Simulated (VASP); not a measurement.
# C (I4/mmm) in VASP: a series of runs, part 2 of 2

VASP 6.6.1.

## 4. Single point, PBE (Si replaced by C, lengths x 0.811, strained)

INCAR reads:

```
  ALGO = Normal
  EDIFF = 1E-6
  ENCUT = 520
  GGA = PE
  ISIF = 2
  ISMEAR = 0
  LASPH = True
  LCHARG = True
  LELF = True
  LREAL = False
  LVHAR = True
  LWAVE = False
  NBANDS = 16
  NELM = 80
  PREC = Accurate
  SIGMA = 0.02
```

KPOINTS reads:

```
k-points
0
Gamma
  10 10 10
```

POSCAR reads:

```
C
1.0
   -2.7808353799      2.7808353799      1.6075560409
    2.7808353799     -2.7808353799      1.6075560409
    2.7808353799      2.7808353799     -1.6075560409
C
4
Direct
    0.1788010600      0.1788010600      0.3576021200
    0.8211989400      0.8211989400      0.6423978800
    0.1788010600      0.8211989400      0.0000000000
    0.8211989400      0.1788010600      0.0000000000
```

Potentials or basis: VASP PAW PBE potentials, release 64 (C).

The run is started by

```
$ cat potpaw_PBE.64/C/POTCAR > POTCAR
$ mpirun -np 1 vasp_std > vasp.out
```

OUTCAR:

```text
EDIFF = 1E-6
   ENCUT = 520
   GGA = PE
   ISIF = 2
   ISMEAR = 0
   LASPH = True
   LREAL = False
   NELM = 80
   PREC = Accurate

 ion  position               nearest neighbor table
   1  0.179  0.179  0.358-   2 1.96   2 1.96   3 1.99   4 1.99
   2  0.821  0.821  0.642-   1 1.96   1 1.96   4 1.99   3 1.99
   3  0.179  0.821  0.000-   4 1.96   4 1.96   2 1.99   1 1.99
   4  0.821  0.179  0.000-   3 1.96   3 1.96   2 1.99   1 1.99

  LATTYP: Found a body centered tetragonal cell.
 ALAT       =     5.5616707598
 C/A-ratio  =     0.5780838566

  Lattice vectors:

 A1 = (  -2.7808353799,   2.7808353799,   1.6075560409)
 A2 = (   2.7808353799,  -2.7808353799,   1.6075560409)
 A3 = (   2.7808353799,   2.7808353799,  -1.6075560409)

Analysis of symmetry for initial positions (statically):
=====================================================================
 Subroutine PRICEL returns:
 Original cell was already a primitive cell.

 Routine SETGRP: Setting up the symmetry group for a
 body centered tetragonal supercell.

 Subroutine GETGRP returns: Found 16 space group operations
 (whereof 16 operations were pure point group operations)
 out of a pool of 16 trial point group operations.

The static configuration has the point symmetry D_4h.

Analysis of symmetry for dynamics (positions and initial velocities):
=====================================================================
 Subroutine PRICEL returns:
 Original cell was already a primitive cell.

 Routine SETGRP: Setting up the symmetry group for a
 body centered tetragonal supercell.

 Subroutine GETGRP returns: Found 16 space group operations
 (whereof 16 operations were pure point group operations)
 out of a pool of 16 trial point group operations.

The dynamic configuration has the point symmetry D_4h.

 Subroutine INISYM returns: Found 16 space group operations
 (whereof 16 operations are pure point group operations),
 and found     1 'primitive' translations

----------------------------------------------------------------------------------------

                                     Primitive cell

  volume of cell :      49.7252

  direct lattice vectors                    reciprocal lattice vectors
    -2.780835380  2.780835380  1.607556041     0.000000000  0.179802085  0.311031147
     2.780835380 -2.780835380  1.607556041     0.179802085  0.000000000  0.311031147
     2.780835380  2.780835380 -1.607556041     0.179802085  0.179802085  0.000000000

  length of vectors
     4.248567670  4.248567670  4.248567670     0.359261972  0.359261972  0.254278547

  position of ions in fractional coordinates (direct lattice)
     0.178801060  0.178801060  0.357602120
     0.821198940  0.821198940  0.642397880
     0.178801060  0.821198940  0.000000000
     0.821198940  0.178801060  0.000000000

  ion indices of the primitive-cell ions
   primitive index   ion index
                 1           1
                 2           2
                 3           3
                 4           4

----------------------------------------------------------------------------------------

 KPOINTS: k-points

Automatic generation of k-mesh.
 Grid dimensions read from file:
 generate k-points for:   10   10   10

 Generating k-lattice:

  Cartesian coordinates                     Fractional coordinates (reciprocal lattice)
     0.000000000  0.017980209  0.031103115     0.100000000  0.000000000  0.000000000
     0.017980209  0.000000000  0.031103115     0.000000000  0.100000000  0.000000000
     0.017980209  0.017980209  0.000000000     0.000000000  0.000000000  0.100000000

  Length of vectors
     0.035926197  0.035926197  0.025427855

  Shift w.r.t. Gamma in fractional coordinates (k-lattice)
     0.000000000  0.000000000  0.000000000

 Subroutine IBZKPT returns following result:
 ===========================================

 Found    102 irreducible k-points:

 Following reciprocal coordinates:
            Coordinates               Weight
  0.000000  0.000000  0.000000      1.000000
  0.100000  0.000000 -0.000000      8.000000
  0.200000  0.000000 -0.000000      8.000000
  0.300000  0.000000  0.000000      8.000000
  0.400000 -0.000000  0.000000      8.000000
  0.500000 -0.000000  0.000000      4.000000
[... 16 lines left out ...]
  0.300000  0.300000  0.000000      8.000000
  0.400000  0.300000  0.000000     16.000000
 [... further k-points ...]
   k-points           NKPTS =    102   k-points in BZ     NKDIM =    102   number of bands    NBANDS=     16
   number of dos      NEDOS =    301   number of ions     NIONS =      4
   total plane-waves  NPLWV =  32768
   dimension x,y,z NGX =    32 NGY =   32 NGZ =   32
   dimension x,y,z NGXF=    64 NGYF=   64 NGZF=   64
   ions per type =               4
   NGX,Y,Z   is equivalent  to a cutoff of  12.52, 12.52, 12.52 a.u.
   NGXF,Y,Z  is equivalent  to a cutoff of  25.04, 25.04, 25.04 a.u.
 SYSTEM =  unknown system
   PREC   = accura    normal or accurate (medium, high low for compatibility)
   ISTART =      0    job   : 0-new  1-cont  2-samecut
   ICHARG =      2    charge: 1-file 2-atom 10-const
   ISPIN  =      1    spin polarized calculation?
   LNONCOLLINEAR =      F non collinear calculations
   LSORBIT =      F    spin-orbit coupling
   LASPH  =      T    aspherical Exc in radial PAW
   ENCUT  =  520.0 eV  38.22 Ry    6.18 a.u.   7.90  7.90  7.90*2*pi/ulx,y,z
   NELM   =     80;   NELMIN=  2; NELMDL= -5     # of ELM steps
   EDIFF  = 0.1E-05   stopping-criterion for ELM
   LREAL  =      F    real-space projection
[... 7 lines left out ...]
   TEBEG  =    0.0;   TEEND  =   0.0 temperature during run
   PSTRESS=    0.0 pullay stress
   NELECT =      16.0000    total number of electrons
   NUPDOWN=      -1.0000    fix difference up-down
   EMIN   =  10.00;   EMAX   =-10.00  energy-range for DOS
   EFERMI =   0.00;   METHOD = LEGACY
   ISMEAR =     0;   SIGMA  =   0.02  broadening in eV -4-tet -1-fermi 0-gaus
   EFERMI_NEDOS =   21; number of points for ismear=-14 and -15
   IALGO  =     38    algorithm
   IMIX   =      4    mixing-type and parameters
     AMIX     =   0.40;   BMIX     =  1.00
     AMIX_MAG =   1.60;   BMIX_MAG =  1.00
  volume/ion in A,a.u.               =      12.43        83.89
  Fermi-wavevector in a.u.,A,eV,Ry     =   1.121819  2.119930 17.122616  1.258477
  Thomas-Fermi vector in A             =   2.258475
   LORBIT       =      0    0 simple, 1 ext, 2 COOP (PROOUT), +10 PAW based schemes
   GGA     = PE    functional components
   LHFCALC =     F    Hartree Fock is set to
   AEXX    =    0.0000 exact exchange contribution
   IVDW    =     0    specifies the selected vdW correction
   LEPSILON=     F    determine dielectric tensor
   LRPA    =     F    only Hartree local field effects (RPA)
 non-spin polarized calculation
 Gauss-broadening in eV      SIGMA  =   0.02
  energy-cutoff  :      520.00
  volume of cell :       49.73
 maximum number of plane-waves:      1362
   NGX = 15   NGY = 15   NGZ = 15

 number of electron      16.0000001 magnetization

 Free energy of the ion-electron system (eV)
  ---------------------------------------------------
  ext. energy  EPLUGINS =         0.00000000
  ---------------------------------------------------
  free energy    TOTEN  =       -25.71879466 eV

  energy without entropy =      -25.71879466  energy(sigma->0) =      -25.71879466

 E-fermi :   1.4977     XC(G=0):  -9.5185

 val. band max:        1.3514151095   @ k =   0.5000   0.5000   0.5000
 cond. band min:       2.0646587050   @ k =   0.5000   0.5000   0.5000
 fundamental gap:      0.7132435955
 Fermi energy:         1.4976957709

 k-point     1 :       0.0000    0.0000    0.0000
  band No.  band energies     occupation
      1     -12.5438      2.00000
      2      -7.8026      2.00000
      3      -4.9629      2.00000
      4      -4.9629      2.00000
      5      -1.9797      2.00000
      6      -0.1342      2.00000
[... 8 lines left out ...]
     15       9.6770      0.00000
     16       9.6888      0.00000
[... 419 lines left out ...]
 k-point    24 :       0.4000    0.3000    0.0000
  band No.  band energies     occupation
      1     -10.5492      2.00000
      2      -9.2299      2.00000
      3      -6.7963      2.00000
      4      -4.4455      2.00000
      5      -2.6561      2.00000
      6      -1.3185      2.00000
[... 8 lines left out ...]
     15       8.3173      0.00000
     16       9.2759      0.00000

 [... further k-points ...]

------------------------ aborting loop because EDIFF is reached ----------------------------------------

  FORCE on cell =-STRESS in cart. coord.  units (eV):
  Direction    XX          YY          ZZ          XY          YZ          ZX
  --------------------------------------------------------------------------------------
  -------------------------------------------------------------------------------------
  Total      -19.2781289    -19.2781289    -20.8762037      0.0000000      0.0000000     -0.0000000
  in kB     -621.1532876   -621.1532876   -672.6442509      0.0000000      0.0000000     -0.0000000
  external PRESSURE =    -638.3169420 kB  Pullay stress =       0.0000000 kB

 VOLUME and BASIS-vectors are now :
 -----------------------------------------------------------------------------
  energy-cutoff  :      520.00
  volume of cell :       49.73
      direct lattice vectors                 reciprocal lattice vectors
    -2.780835380  2.780835380  1.607556041     0.000000000  0.179802085  0.311031147
     2.780835380 -2.780835380  1.607556041     0.179802085  0.000000000  0.311031147
     2.780835380  2.780835380 -1.607556041     0.179802085  0.179802085  0.000000000

 POSITION                                       TOTAL-FORCE (eV/Angst)
 -----------------------------------------------------------------------------------
      0.99443      0.99443     -0.00000        -0.392746     -0.392746      0.000000
      1.78640      1.78640      1.60756         0.392746      0.392746     -0.000000
      1.78640     -1.78640      1.60756         0.392746     -0.392746      0.000000
     -1.78640      1.78640      1.60756        -0.392746      0.392746     -0.000000
 -----------------------------------------------------------------------------------
    total drift:                               -0.000000     -0.000000      0.000000

  FREE ENERGIE OF THE ION-ELECTRON SYSTEM (eV)
  ---------------------------------------------------
  free  energy   TOTEN  =       -25.7187946561 eV

  energy  without entropy=      -25.7187946561  energy(sigma->0) =      -25.71879466
```

stdout:

```text
POSCAR found type information on POSCAR C
 POSCAR found :  1 types and       4 ions
 scaLAPACK will be used
 LDA part: xc-table for (Slater+PW92), standard interpolation
 POSCAR, INCAR and KPOINTS ok, starting setup
 FFT: planning ... GRIDC
 FFT: planning ... GRID_SOFT
 FFT: planning ... GRID
 WAVECAR not read
 entering main loop
```

It took 58 s on 1 thread of Intel Xeon Platinum 8488C (Sapphire Rapids), shared host; peak memory 0.2 GiB.

Results:

```
Free energy            : -25.7188 eV
Pressure               : -63.8 GPa
Largest force          : 0.555 eV/Å
Band gap on the k mesh : 0.71 eV, direct
```

Forces on the atoms (eV/Å):
```
C   -0.393 -0.393  0.000
C    0.393  0.393  0.000
C    0.393 -0.393  0.000
C   -0.393  0.393  0.000
```

Stress tensor (GPa, compression positive):
```
-62.12   0.00   0.00
  0.00 -62.12   0.00
  0.00   0.00 -67.26
```

Levels at points of the mesh, in eV from the valence-band top:
```tsv
k point	band 4	band 5	band 6	band 7	band 8	band 9	band 10	band 11	band 12	band 13
(0.00, 0.00, 0.00)	-6.31	-3.33	-1.49	-1.49	-0.31	1.74	1.74	3.23	3.97	3.97
(0.50, 0.00, 0.00)	-7.04	-4.18	-3.16	-2.16	-1.45	2.59	3.15	4.50	5.38	5.58
(0.50, 0.50, 0.00)	-5.73	-2.53	-1.91	-1.61	-1.55	2.05	3.20	3.32	5.85	5.95
(0.50, 0.50, 0.50)	-4.77	-2.95	-0.21	0.00	0.00	0.71	1.76	4.05	5.87	5.87
```

Caveat: the cell differs from its parent crystal (Si replaced by C, lengths x 0.811, strained). A k mesh can miss the band edges.

## 5. Overview

| cell | k mesh | smearing | gap on the mesh (eV) | pressure (GPa) | largest force (eV/Å) |
| --- | --- | --- | --- | --- | --- |
| a = 4.249 Å, angles 98.2, 98.2, 135.5°, 4 atoms | 6 × 6 × 6 | gaussian 0.1 eV | 0.71 | -63.9 | 0.55 |
| a = 4.232 Å, angles 98.2, 98.2, 135.5°, 4 atoms | 10 × 10 × 10 | gaussian 0.02 eV | 0.86 | -64.6 | 0.55 |
| a = 4.249 Å, angles 98.2, 98.2, 135.5°, 4 atoms | 10 × 10 × 10 | gaussian 0.02 eV | 0.71 | -63.8 | 0.56 |

Alike in all rows: task single point; level PBE; potentials or basis VASP PAW PBE potentials, release 64 (C); no spin polarisation; cutoff (eV) 520.

Total energies depend on the potentials used, so only differences within one code and one set of settings carry meaning.
